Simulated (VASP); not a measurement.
Set up this calculation in VASP 6.6.1, as the native input.

| Property | Result |
| --- | --- |
| Task | single point |
| Functional | PBEsol |
| Potentials or basis | VASP PAW PBE potentials, release 64 (Ti_sv) |
| Cutoff | 520 eV |
| k mesh | 14 × 14 × 8 |
| Occupations | fermi-dirac, width 0.05 eV |
| Spin | no spin polarisation |
| Dipole correction | no |
| Further INCAR settings | ALGO = Normal; EDIFF = 1e-06; NBANDS = 19 |

The structure of Ti lies in POSCAR:

```
Ti
1.0
    2.8897769248      0.0000000000      0.0000000000
   -1.4448884624      2.5026202281      0.0000000000
    0.0000000000      0.0000000000      4.5903405054
Ti
2
Direct
    0.3333333333      0.6666666667      0.2500000000
    0.6666666667      0.3333333333      0.7500000000
```

This cell differs from its parent crystal: volume scaled by 0.94.

The input as run:

INCAR

```
ALGO = Normal
EDIFF = 1E-6
ENCUT = 520
GGA = PS
ISIF = 2
ISMEAR = -1
LASPH = T
LCHARG = F
LREAL = F
LWAVE = F
NBANDS = 19
NELM = 100
PREC = Accurate
SIGMA = 0.05
```

KPOINTS

```
k-points
0
Gamma
  14 14 8
```

Potentials or basis: VASP PAW PBE potentials, release 64 (Ti_sv).

Run with:

```bash
$ cat potpaw_PBE.64/Ti_sv/POTCAR > POTCAR
$ mpirun -np 1 vasp_std > vasp.out
```

It gave:

```yaml
Pressure: 0.7 GPa
Band_gap_on_the_k_mesh: zero (band 12 reaches 9.49 eV, above the bottom of band 13 at 8.44 eV)
```

Caveat: the PAW data sets were made with another functional, which shifts forces and pressure a little.

Run time: 56 s on 1 thread of Intel(R) Xeon(R) Platinum 8375C CPU @ 2.90GHz (Ice Lake), with other jobs on the host, peak memory 0.19 GiB.
